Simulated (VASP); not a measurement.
# Mg3Be (Fm-3m) in VASP: further runs, part 2 of 2

VASP 6.6.1. The steps go on from the part before.

**3. Single point, PBE**

This run uses another cell than the first one, of 18.58 Å³/atom.

INCAR

```
PREC     = Accurate       # precision mode
ENCUT    = 520            # plane-wave cutoff, eV
EDIFF    = 1E-6           # SCF threshold, eV
ISMEAR   = 0              # smearing method
SIGMA    = 0.1            # smearing width, eV
LREAL    = False          # projectors in reciprocal space
LASPH    = True           # aspherical terms in the spheres
NELM     = 60             # most SCF steps
ALGO     = Fast           # electronic algorithm
ISIF     = 2              # what is computed and relaxed
LWAVE    = False          # write WAVECAR
LCHARG   = False          # write CHGCAR
GGA      = PE             # functional
NBANDS   = 12             # bands
```

KPOINTS

```
regular mesh
0
Gamma
  6 6 6
```

POSCAR

```
Mg3Be
1.0
    0.0000000000      3.3372489846      3.3372489846
    3.3372489846      0.0000000000      3.3372489846
    3.3372489846      3.3372489846      0.0000000000
Mg Be
3 1
Direct
    0.7500000000      0.7500000000      0.7500000000
    0.2500000000      0.2500000000      0.2500000000
    0.0000000000      0.0000000000      0.0000000000
    0.5000000000      0.5000000000      0.5000000000
```

Potentials or basis: VASP PAW PBE potentials, release 64 (Mg, Be).

Launch:

```console
> cat potpaw_PBE.64/Mg/POTCAR potpaw_PBE.64/Be/POTCAR > POTCAR
> mpirun -np 1 vasp_std > vasp.out
```

OUTCAR:

```text
PREC = Accurate
   ENCUT = 520
   EDIFF = 1E-6
   ISMEAR = 0
   LREAL = False
   LASPH = True
   NELM = 60
   ISIF = 2
   GGA = PE

 ion  position               nearest neighbor table
   1  0.750  0.750  0.750-   4 2.89   4 2.89   4 2.89   3 2.89   4 2.89   3 2.89   3 2.89   3 2.89
                             2 3.34   2 3.34   2 3.34   2 3.34   2 3.34   2 3.34
   2  0.250  0.250  0.250-   3 2.89   3 2.89   3 2.89   3 2.89   4 2.89   4 2.89   4 2.89   4 2.89
                             1 3.34   1 3.34   1 3.34   1 3.34   1 3.34   1 3.34
   3  0.000  0.000  0.000-   1 2.89   1 2.89   1 2.89   1 2.89   2 2.89   2 2.89   2 2.89   2 2.89

[... 433 lines left out ...]
  -------------------------------------------------------------------------------------
  Total       -0.0866182     -0.0866182     -0.0866182      0.0000000      0.0000000     -0.0000000
  in kB       -1.8669130     -1.8669130     -1.8669130      0.0000000      0.0000000     -0.0000000
  external PRESSURE =      -1.8669130 kB  Pullay stress =       0.0000000 kB

 VOLUME and BASIS-vectors are now :
 -----------------------------------------------------------------------------
  energy-cutoff  :      520.00
  volume of cell :       74.34
      direct lattice vectors                 reciprocal lattice vectors
     0.000000000  3.337248985  3.337248985    -0.149824002  0.149824002  0.149824002
     3.337248985  0.000000000  3.337248985     0.149824002 -0.149824002  0.149824002
     3.337248985  3.337248985  0.000000000     0.149824002  0.149824002 -0.149824002

 POSITION                                       TOTAL-FORCE (eV/Angst)
 -----------------------------------------------------------------------------------
      5.00587      5.00587      5.00587         0.000000     -0.000000      0.000000
      1.66862      1.66862      1.66862        -0.000000      0.000000     -0.000000
      0.00000      0.00000      0.00000        -0.000000      0.000000      0.000000
      3.33725      3.33725      3.33725        -0.000000      0.000000      0.000000
 -----------------------------------------------------------------------------------
    total drift:                               -0.000000      0.000000     -0.000000

  FREE ENERGIE OF THE ION-ELECTRON SYSTEM (eV)
  ---------------------------------------------------
  free  energy   TOTEN  =        -7.1124790890 eV

  energy  without entropy=       -7.1045351781  energy(sigma->0) =       -7.10850713
```

OSZICAR:

```text
N       E                     dE             d eps       ncg     rms          rms(c)
DAV:   1     0.242554456419E+01    0.24255E+01   -0.27514E+03   392   0.498E+02
DAV:   2    -0.707250477638E+01   -0.94980E+01   -0.90254E+01   484   0.598E+01
DAV:   3    -0.737504453836E+01   -0.30254E+00   -0.29332E+00   524   0.841E+00
DAV:   4    -0.737705048950E+01   -0.20060E-02   -0.20040E-02   436   0.778E-01
DAV:   5    -0.737706958851E+01   -0.19099E-04   -0.19099E-04   496   0.796E-02    0.199E+00
RMM:   6    -0.714480491637E+01    0.23226E+00   -0.15898E-01   388   0.130E+00    0.933E-01
RMM:   7    -0.711699264794E+01    0.27812E-01   -0.44432E-02   410   0.731E-01    0.415E-01
RMM:   8    -0.711249779128E+01    0.44949E-02   -0.27377E-03   418   0.345E-01    0.241E-02
RMM:   9    -0.711247453380E+01    0.23257E-04   -0.27033E-04   445   0.124E-01    0.121E-02
RMM:  10    -0.711247857345E+01   -0.40397E-05   -0.42155E-05   445   0.431E-02    0.211E-03
RMM:  11    -0.711247908899E+01   -0.51554E-06   -0.42598E-06   444   0.173E-02
   1 F= -.71124791E+01 E0= -.71085071E+01  d E =-.794391E-02
```

stdout:

```text
POSCAR found type information on POSCAR MgBe
 POSCAR found :  2 types and       4 ions
 scaLAPACK will be used
 LDA part: xc-table for (Slater+PW92), standard interpolation
 POSCAR, INCAR and KPOINTS ok, starting setup
 FFT: planning ... GRIDC
 FFT: planning ... GRID_SOFT
 FFT: planning ... GRID
 WAVECAR not read
 entering main loop
```

Wall time 7 s (1 thread of Intel Xeon 6975P-C (Granite Rapids), shared host); peak memory 0.2 GiB.

Results:

* Free energy: -7.1125 eV
* Pressure: -0.2 GPa
* Band gap on the k mesh: zero (bands 4 and 5 overlap by 1.76 eV)

**4. Relaxation of cell and atoms, PBE**

INCAR

```
SYSTEM = Mg3Be
PREC = Accurate
ENCUT = 600
EDIFF = 1E-7
ISMEAR = 0
SIGMA = 0.1
LREAL = .False.
LASPH = .True.
NELM = 60
ALGO = Fast
ISIF = 3
LWAVE = .False.
LCHARG = .False.
GGA = PE
IBRION = 2
NSW = 90
EDIFFG = -0.04
```

KPOINTS

```
Automatic mesh
0
Gamma
  6 6 6
  0 0 0
```

POSCAR

```
Mg3Be
1.0
    0.0000000000      3.1907721800      3.1907721800
    3.1907721800      0.0000000000      3.1907721800
    3.1907721800      3.1907721800      0.0000000000
Mg Be
3 1
Direct
    0.7500000000      0.7500000000      0.7500000000
    0.2500000000      0.2500000000      0.2500000000
    0.0000000000      0.0000000000      0.0000000000
    0.5000000000      0.5000000000      0.5000000000
```

Launch:

```console
> cat potpaw_PBE.64/Mg/POTCAR potpaw_PBE.64/Be/POTCAR > POTCAR
> mpirun -np 1 vasp_std > vasp.out
```

Wall time 16 s (1 thread of Intel Xeon 6975P-C (Granite Rapids), shared host); peak memory 0.21 GiB.

Results (log left out):

* Free energy: -7.1127 eV
* Relaxed volume: 18.55 Å³/atom
* Relaxed cell: a = 4.717 Å, b = 4.717 Å, c = 4.717 Å, α = 60.00°, β = 60.00°, γ = 60.00°
* Space group after relaxing (to 0.1 Å): Fm-3m (No. 225)
* Energy gained by relaxing: 47.4 meV/atom
* Ionic steps: 3
* Pressure after relaxing: -0.1 GPa
* Band gap on the k mesh: zero (bands 4 and 5 overlap by 1.76 eV)

Step by step:
```tsv
step	energy change (eV)	largest force (eV/Å)	pressure (GPa)	volume (Å³)
1	0.0000	0.0000	7.46	64.97
2	-0.1840	0.0000	1.07	72.34
3	-0.1894	0.0000	-0.11	74.21
```

Final structure:
```
Mg Be
1.0
     0.00000    3.33543    3.33543
     3.33543    0.00000    3.33543
     3.33543    3.33543    0.00000
Mg Be
3 1
Direct
  0.75000 0.75000 0.75000
  0.25000 0.25000 0.25000
  0.00000 0.00000 0.00000
  0.50000 0.50000 0.50000
```

Levels at points of the mesh, in eV from the Fermi level:
```
           k point  band 2  band 3  band 4  band 5  band 6  band 7
(0.00, 0.00, 0.00)    0.67    0.67    0.67    1.82    1.82    1.82
(0.50, 0.00, 0.00)   -5.25    0.05    0.05    0.93    0.93    1.91
(0.50, 0.50, 0.00)   -4.43   -1.83   -1.83   -1.09   -0.34    5.94
```

**5. Single point, PBE**

This run uses another cell than the first one, of 18.51 Å³/atom.

INCAR

```
SYSTEM = Mg3Be
ALGO = Normal
EDIFF = 1E-7
ENCUT = 520
GGA = PE
ISIF = 2
ISMEAR = 0
LASPH = .TRUE.
LCHARG = .FALSE.
LREAL = .FALSE.
LWAVE = .FALSE.
NBANDS = 12
NELM = 80
PREC = Accurate
SIGMA = 0.1
```

KPOINTS

```
k-points
0
G
  12 12 12
  0 0 0
```

POSCAR

```
Mg3Be
1.0
    0.0000000000      3.3330044037      3.3330044037
    3.3330044037      0.0000000000      3.3330044037
    3.3330044037      3.3330044037      0.0000000000
Mg Be
3 1
Direct
    0.7500000000      0.7500000000      0.7500000000
    0.2500000000      0.2500000000      0.2500000000
    0.0000000000      0.0000000000      0.0000000000
    0.5000000000      0.5000000000      0.5000000000
```

Launch:

```console
> cat potpaw_PBE.64/Mg/POTCAR potpaw_PBE.64/Be/POTCAR > POTCAR
> mpirun -np 1 vasp_std > vasp.out
```

Run time: 20 s. Hardware: 1 thread of Intel Xeon 6975P-C (Granite Rapids), shared host; peak memory 0.23 GiB.

The run converged. Its results:

* Free energy: -7.1093 eV
* Pressure: -0.1 GPa
* Band gap on the k mesh: zero (bands 4 and 5 overlap by 1.86 eV)

Levels at points of the mesh, in eV from the Fermi level:
```tsv
k point	band 1	band 2	band 3	band 4	band 5	band 6	band 7	band 8
(0.00, 0.00, 0.00)	-7.72	0.63	0.63	0.63	1.78	1.78	1.78	2.86
(0.50, 0.00, 0.00)	-5.32	-5.29	0.00	0.00	0.89	0.89	1.87	2.40
(0.50, 0.50, 0.00)	-4.55	-4.48	-1.88	-1.88	-1.12	-0.39	5.91	5.91
```

**6. The runs side by side**

| task | cell | k mesh | cutoff (eV) | gap on the mesh (eV) | pressure (GPa) |
| --- | --- | --- | --- | --- | --- |
| single point | a = 4.512 Å, angles 60.0°, 4 atoms | 6 × 6 × 6 | 520 | none | 7.5 |
| single point | a = 4.720 Å, angles 60.0°, 4 atoms | 6 × 6 × 6 | 520 | none | -0.2 |
| relaxation of cell and atoms | relaxed from a = 4.512 Å, angles 60.0°, 4 atoms | 6 × 6 × 6 | 600 | none | -0.1 |
| single point | a = 4.714 Å, angles 60.0°, 4 atoms | 12 × 12 × 12 | 520 | none | -0.1 |

Alike in all rows: level PBE; potentials or basis VASP PAW PBE potentials, release 64 (Mg, Be); no spin polarisation; smearing gaussian 0.1 eV.

Caveats: the cell stands under pressure (at least some runs).

Absolute energies hang on the potentials; compare differences alone.
